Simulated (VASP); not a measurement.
# Cs2AgBiBr6 (Fm-3m) in VASP: single point with LDA

Aim: the single point of Cs2AgBiBr6 with LDA.

All numbers are computed with VASP 6.6.1; they aren't measurements. Logs are shortened: lines on timing, memory, paths and dates and some standing lists are left out, and cuts for length are marked.

### Step 1. The cell of the first run

It takes space group Fm-3m (No. 225, cubic). Conventional cell: a = 10.996 Å, b = 10.996 Å, c = 10.996 Å, α = 90.00°, β = 90.00°, γ = 90.00°. Within 5.1 Å of Cs (site symmetry -43m) lie 12 Br at 3.89 Å and 4 Ag at 4.76 Å and 4 Bi at 4.76 Å. Ag (site symmetry m-3m) has 6 Br at 2.69 Å within 3.5 Å. Bi (site symmetry m-3m) has 6 Br at 2.81 Å within 3.7 Å. Within 3.5 Å of Br (site symmetry 4mm) lie 1 Ag at 2.69 Å and 1 Bi at 2.81 Å.

### Step 2. Single point, LDA

INCAR

```
SYSTEM = Cs2AgBiBr6
ALGO = Normal ; EDIFF = 1E-6
ENCUT = 520 ; GGA = CA
ISIF = 2 ; ISMEAR = 0
LASPH = .TRUE. ; LCHARG = .FALSE.
LREAL = .FALSE. ; LWAVE = .FALSE.
NBANDS = 54 ; NELM = 60
PREC = Accurate ; SIGMA = 0.02
```

KPOINTS

```
k-points
0
G
  4 4 4
  0 0 0
```

POSCAR

```
Cs2AgBiBr6
1.0
    0.0000000000      5.4982007033      5.4982007033
    5.4982007033      0.0000000000      5.4982007033
    5.4982007033      5.4982007033      0.0000000000
Cs Ag Bi Br
2 1 1 6
Direct
    0.2500000000      0.2500000000      0.2500000000
    0.7500000000      0.7500000000      0.7500000000
    0.5000000000      0.5000000000      0.5000000000
    0.0000000000      0.0000000000      0.0000000000
    0.2554569141      0.7445430859      0.2554569141
    0.2554569141      0.7445430859      0.7445430859
    0.7445430859      0.2554569141      0.7445430859
    0.7445430859      0.2554569141      0.2554569141
    0.2554569141      0.2554569141      0.7445430859
    0.7445430859      0.7445430859      0.2554569141
```

Potentials or basis: VASP PAW LDA potentials, release 64 (Cs_sv, Ag, Bi_d, Br).

On the command line:

```
cat potpaw_LDA.64/Cs_sv/POTCAR potpaw_LDA.64/Ag/POTCAR potpaw_LDA.64/Bi_d/POTCAR potpaw_LDA.64/Br/POTCAR > POTCAR
mpirun -np 1 vasp_std > vasp.out
```

OUTCAR:

```text
SYSTEM = Cs2AgBiBr6
   EDIFF = 1E-6
   ENCUT = 520
   GGA = CA
   ISIF = 2
   ISMEAR = 0
   LASPH = .TRUE.
   LREAL = .FALSE.
   NELM = 60
   PREC = Accurate

 ion  position               nearest neighbor table
   1  0.250  0.250  0.250-
   2  0.750  0.750  0.750-
   3  0.500  0.500  0.500-   5 2.69   6 2.69   7 2.69   8 2.69   9 2.69  10 2.69
   4  0.000  0.000  0.000-   5 2.81   6 2.81   7 2.81   8 2.81   9 2.81  10 2.81
   5  0.255  0.745  0.255-   3 2.69   4 2.81
   6  0.255  0.745  0.745-   3 2.69   4 2.81
   7  0.745  0.255  0.745-   3 2.69   4 2.81
   8  0.745  0.255  0.255-   3 2.69   4 2.81
   9  0.255  0.255  0.745-   3 2.69   4 2.81
  10  0.745  0.745  0.255-   3 2.69   4 2.81

  LATTYP: Found a face centered cubic cell.
 ALAT       =    10.9964014066

  Lattice vectors:

 A1 = (   0.0000000000,   5.4982007033,   5.4982007033)
 A2 = (   5.4982007033,   0.0000000000,   5.4982007033)
 A3 = (   5.4982007033,   5.4982007033,   0.0000000000)

Analysis of symmetry for initial positions (statically):
=====================================================================
 Subroutine PRICEL returns:
 Original cell was already a primitive cell.

 Routine SETGRP: Setting up the symmetry group for a
 face centered cubic supercell.

 Subroutine GETGRP returns: Found 48 space group operations
 (whereof 48 operations were pure point group operations)
 out of a pool of 48 trial point group operations.

The static configuration has the point symmetry O_h .

Analysis of symmetry for dynamics (positions and initial velocities):
=====================================================================
 Subroutine PRICEL returns:
 Original cell was already a primitive cell.

 Routine SETGRP: Setting up the symmetry group for a
 face centered cubic supercell.

 Subroutine GETGRP returns: Found 48 space group operations
 (whereof 48 operations were pure point group operations)
 out of a pool of 48 trial point group operations.

The dynamic configuration has the point symmetry O_h .

 Subroutine INISYM returns: Found 48 space group operations
 (whereof 48 operations are pure point group operations),
 and found     1 'primitive' translations

----------------------------------------------------------------------------------------

                                     Primitive cell

  volume of cell :     332.4235

  direct lattice vectors                    reciprocal lattice vectors
     0.000000000  5.498200703  5.498200703    -0.090938841  0.090938841  0.090938841
     5.498200703  0.000000000  5.498200703     0.090938841 -0.090938841  0.090938841
     5.498200703  5.498200703  0.000000000     0.090938841  0.090938841 -0.090938841

  length of vectors
     7.775630003  7.775630003  7.775630003     0.157510693  0.157510693  0.157510693

  position of ions in fractional coordinates (direct lattice)
     0.250000000  0.250000000  0.250000000
     0.750000000  0.750000000  0.750000000
     0.500000000  0.500000000  0.500000000
     0.000000000  0.000000000  0.000000000
     0.255456914  0.744543086  0.255456914
     0.255456914  0.744543086  0.744543086
     0.744543086  0.255456914  0.744543086
     0.744543086  0.255456914  0.255456914
     0.255456914  0.255456914  0.744543086
     0.744543086  0.744543086  0.255456914

  ion indices of the primitive-cell ions
   primitive index   ion index
                 1           1
                 2           2
                 3           3
                 4           4
                 5           5
                 6           6
                 7           7
                 8           8
                 9           9
                10          10

----------------------------------------------------------------------------------------

 KPOINTS: k-points

Automatic generation of k-mesh.
 Grid dimensions read from file:
 generate k-points for:    4    4    4

 Generating k-lattice:

  Cartesian coordinates                     Fractional coordinates (reciprocal lattice)
    -0.022734710  0.022734710  0.022734710     0.250000000  0.000000000  0.000000000
     0.022734710 -0.022734710  0.022734710     0.000000000  0.250000000  0.000000000
     0.022734710  0.022734710 -0.022734710     0.000000000  0.000000000  0.250000000

  Length of vectors
     0.039377673  0.039377673  0.039377673

  Shift w.r.t. Gamma in fractional coordinates (k-lattice)
     0.000000000  0.000000000  0.000000000

 Subroutine IBZKPT returns following result:
 ===========================================

 Found      8 irreducible k-points:

 Following reciprocal coordinates:
            Coordinates               Weight
  0.000000  0.000000  0.000000      1.000000
  0.250000  0.000000  0.000000      8.000000
  0.500000  0.000000  0.000000      4.000000
  0.250000  0.250000  0.000000      6.000000
  0.500000  0.250000  0.000000     24.000000
 -0.250000  0.250000  0.000000     12.000000
  0.500000  0.500000  0.000000      3.000000
 -0.250000  0.500000  0.250000      6.000000
   k-points           NKPTS =      8   k-points in BZ     NKDIM =      8   number of bands    NBANDS=     54
   number of dos      NEDOS =    301   number of ions     NIONS =     10
   total plane-waves  NPLWV = 216000
   dimension x,y,z NGX =    60 NGY =   60 NGZ =   60
   dimension x,y,z NGXF=   120 NGYF=  120 NGZF=  120
   ions per type =               2   1   1   6
   NGX,Y,Z   is equivalent  to a cutoff of  12.83, 12.83, 12.83 a.u.
   NGXF,Y,Z  is equivalent  to a cutoff of  25.66, 25.66, 25.66 a.u.
 SYSTEM =  Cs2AgBiBr6
   PREC   = accura    normal or accurate (medium, high low for compatibility)
   ISTART =      0    job   : 0-new  1-cont  2-samecut
   ICHARG =      2    charge: 1-file 2-atom 10-const
   ISPIN  =      1    spin polarized calculation?
   LNONCOLLINEAR =      F non collinear calculations
   LSORBIT =      F    spin-orbit coupling
   LASPH  =      T    aspherical Exc in radial PAW
   ENCUT  =  520.0 eV  38.22 Ry    6.18 a.u.  14.46 14.46 14.46*2*pi/ulx,y,z
   NELM   =     60;   NELMIN=  2; NELMDL= -5     # of ELM steps
   EDIFF  = 0.1E-05   stopping-criterion for ELM
   LREAL  =      F    real-space projection
   EDIFFG = 0.1E-04   stopping-criterion for IOM
   NSW    =      0    number of steps for IOM
   IBRION =     -1    ionic relax: 0-MD 1-quasi-New 2-CG
   NFREE  =      0    steps in history (QN), initial steepest desc. (CG)
   ISIF   =      2    stress and relaxation
   ISYM   =      2    0-nonsym 1-usesym 2-fastsym
   POTIM  = 0.5000    time-step for ionic-motion
   TEBEG  =    0.0;   TEEND  =   0.0 temperature during run
   PSTRESS=    0.0 pullay stress
   NELECT =      86.0000    total number of electrons
   NUPDOWN=      -1.0000    fix difference up-down
   EMIN   =  10.00;   EMAX   =-10.00  energy-range for DOS
   EFERMI =   0.00;   METHOD = LEGACY
   ISMEAR =     0;   SIGMA  =   0.02  broadening in eV -4-tet -1-fermi 0-gaus
   EFERMI_NEDOS =   21; number of points for ismear=-14 and -15
   IALGO  =     38    algorithm
   IMIX   =      4    mixing-type and parameters
     AMIX     =   0.40;   BMIX     =  1.00
     AMIX_MAG =   1.60;   BMIX_MAG =  1.00
  volume/ion in A,a.u.               =      33.24       224.33
  Fermi-wavevector in a.u.,A,eV,Ry     =   1.043143  1.971254 14.805135  1.088147
  Thomas-Fermi vector in A             =   2.177839
   LORBIT       =      0    0 simple, 1 ext, 2 COOP (PROOUT), +10 PAW based schemes
   GGA     = CA    functional components
   LHFCALC =     F    Hartree Fock is set to
   AEXX    =    0.0000 exact exchange contribution
   IVDW    =     0    specifies the selected vdW correction
   LEPSILON=     F    determine dielectric tensor
   LRPA    =     F    only Hartree local field effects (RPA)
 non-spin polarized calculation
 Gauss-broadening in eV      SIGMA  =   0.02
  energy-cutoff  :      520.00
  volume of cell :      332.42
 maximum number of plane-waves:      8984
 NGX is ok and might be reduce to    60
   NGX = 29   NGY = 29   NGZ = 29

 number of electron      86.0000003 magnetization

 Free energy of the ion-electron system (eV)
  ---------------------------------------------------
  ext. energy  EPLUGINS =         0.00000000
  ---------------------------------------------------
  free energy    TOTEN  =       -34.33130105 eV

  energy without entropy =      -34.33130105  energy(sigma->0) =      -34.33130105

 E-fermi :   2.1341     XC(G=0):  -8.8455

 val. band max:        1.9911011157   @ k =   0.5000   0.5000   0.0000
 cond. band min:       2.9389535001   @ k =   0.5000   0.0000   0.0000
 fundamental gap:      0.9478523844
 Fermi energy:         2.1340924372

 k-point     1 :       0.0000    0.0000    0.0000
  band No.  band energies     occupation
      1     -21.2515      2.00000
      2     -21.2515      2.00000
      3     -21.1985      2.00000
      4     -21.1985      2.00000
      5     -21.1985      2.00000
      6     -18.8780      2.00000
[... 46 lines left out ...]
     53       6.9095      0.00000
     54       7.3045      0.00000

 k-point     2 :       0.2500    0.0000    0.0000
  band No.  band energies     occupation
      1     -21.2515      2.00000
      2     -21.2515      2.00000
      3     -21.1985      2.00000
      4     -21.1985      2.00000
      5     -21.1985      2.00000
      6     -18.8762      2.00000
[... 46 lines left out ...]
     53       7.2659      0.00000
     54       7.3958      0.00000

 k-point     3 :       0.5000    0.0000    0.0000
  band No.  band energies     occupation
      1     -21.2515      2.00000
      2     -21.2515      2.00000
      3     -21.1985      2.00000
      4     -21.1985      2.00000
      5     -21.1985      2.00000
      6     -18.8722      2.00000
[... 46 lines left out ...]
     53       7.9194      0.00000
     54       8.1086      0.00000

 k-point     4 :       0.2500    0.2500    0.0000
  band No.  band energies     occupation
      1     -21.2516      2.00000
      2     -21.2515      2.00000
      3     -21.1986      2.00000
      4     -21.1985      2.00000
      5     -21.1985      2.00000
      6     -18.8759      2.00000
[... 46 lines left out ...]
     53       7.4629      0.00000
     54       7.4629      0.00000

 k-point     5 :       0.5000    0.2500    0.0000
  band No.  band energies     occupation
      1     -21.2516      2.00000
      2     -21.2515      2.00000
      3     -21.1986      2.00000
      4     -21.1985      2.00000
      5     -21.1985      2.00000
      6     -18.8733      2.00000
[... 46 lines left out ...]
     53       7.7169      0.00000
     54       7.7593      0.00000

 k-point     6 :      -0.2500    0.2500    0.0000
  band No.  band energies     occupation
      1     -21.2515      2.00000
      2     -21.2515      2.00000
      3     -21.1985      2.00000
      4     -21.1985      2.00000
      5     -21.1985      2.00000
      6     -18.8739      2.00000
[... 46 lines left out ...]
     53       7.7015      0.00000
     54       7.9303      0.00000

 k-point     7 :       0.5000    0.5000    0.0000
  band No.  band energies     occupation
      1     -21.2516      2.00000
      2     -21.2515      2.00000
      3     -21.1986      2.00000
      4     -21.1985      2.00000
      5     -21.1985      2.00000
      6     -18.8737      2.00000
[... 46 lines left out ...]
     53       7.8861      0.00000
     54       8.3287      0.00000

 k-point     8 :      -0.2500    0.5000    0.2500
  band No.  band energies     occupation
      1     -21.2516      2.00000
      2     -21.2515      2.00000
      3     -21.1985      2.00000
      4     -21.1985      2.00000
      5     -21.1985      2.00000
      6     -18.8720      2.00000
[... 46 lines left out ...]
     53       7.6217      0.00000
     54       7.9940      0.00000

------------------------ aborting loop because EDIFF is reached ----------------------------------------

  FORCE on cell =-STRESS in cart. coord.  units (eV):
  Direction    XX          YY          ZZ          XY          YZ          ZX
  --------------------------------------------------------------------------------------
  -------------------------------------------------------------------------------------
  Total        0.1566612      0.1566612      0.1566612      0.0000000      0.0000000     -0.0000000
  in kB        0.7550580      0.7550580      0.7550580      0.0000000      0.0000000     -0.0000000
  external PRESSURE =       0.7550580 kB  Pullay stress =       0.0000000 kB

 VOLUME and BASIS-vectors are now :
 -----------------------------------------------------------------------------
  energy-cutoff  :      520.00
  volume of cell :      332.42
      direct lattice vectors                 reciprocal lattice vectors
     0.000000000  5.498200703  5.498200703    -0.090938841  0.090938841  0.090938841
     5.498200703  0.000000000  5.498200703     0.090938841 -0.090938841  0.090938841
     5.498200703  5.498200703  0.000000000     0.090938841  0.090938841 -0.090938841

 POSITION                                       TOTAL-FORCE (eV/Angst)
 -----------------------------------------------------------------------------------
      2.74910      2.74910      2.74910         0.000000      0.000000     -0.000000
      8.24730      8.24730      8.24730         0.000000      0.000000      0.000000
      5.49820      5.49820      5.49820         0.000000      0.000000      0.000000
      0.00000      0.00000      0.00000         0.000000      0.000000      0.000000
      5.49820      2.80911      5.49820         0.000000      0.007110      0.000000
      8.18729      5.49820      5.49820        -0.007110      0.000000      0.000000
      5.49820      8.18729      5.49820         0.000000     -0.007110      0.000000
      2.80911      5.49820      5.49820         0.007110      0.000000      0.000000
      5.49820      5.49820      2.80911         0.000000      0.000000      0.007110
      5.49820      5.49820      8.18729         0.000000      0.000000     -0.007110
 -----------------------------------------------------------------------------------
    total drift:                                0.000000      0.000000     -0.000000

  FREE ENERGIE OF THE ION-ELECTRON SYSTEM (eV)
  ---------------------------------------------------
  free  energy   TOTEN  =       -34.3313010527 eV

  energy  without entropy=      -34.3313010527  energy(sigma->0) =      -34.33130105
```

Run time: 3.4 min. Hardware: 1 thread of Intel Xeon 8259CL, shared host; peak memory 0.47 GiB.

Results:

| Item | Value |
| --- | --- |
| Free energy | -34.3313 eV |
| Pressure | 0.1 GPa |
| Largest force | 0.007 eV/Å |
| Band gap on the k mesh | 0.95 eV (least direct gap 2.29 eV) |

Forces on the atoms (eV/Å):
```
Cs   0.000  0.000  0.000
Cs   0.000  0.000  0.000
Ag   0.000  0.000  0.000
Bi   0.000  0.000  0.000
Br   0.000  0.007  0.000
Br  -0.007  0.000  0.000
Br   0.000 -0.007  0.000
Br   0.007  0.000  0.000
Br   0.000  0.000  0.007
Br   0.000  0.000 -0.007
```

Caveat: spin-orbit coupling is left out, which moves the levels of the heavy elements. A k mesh can miss the band edges.
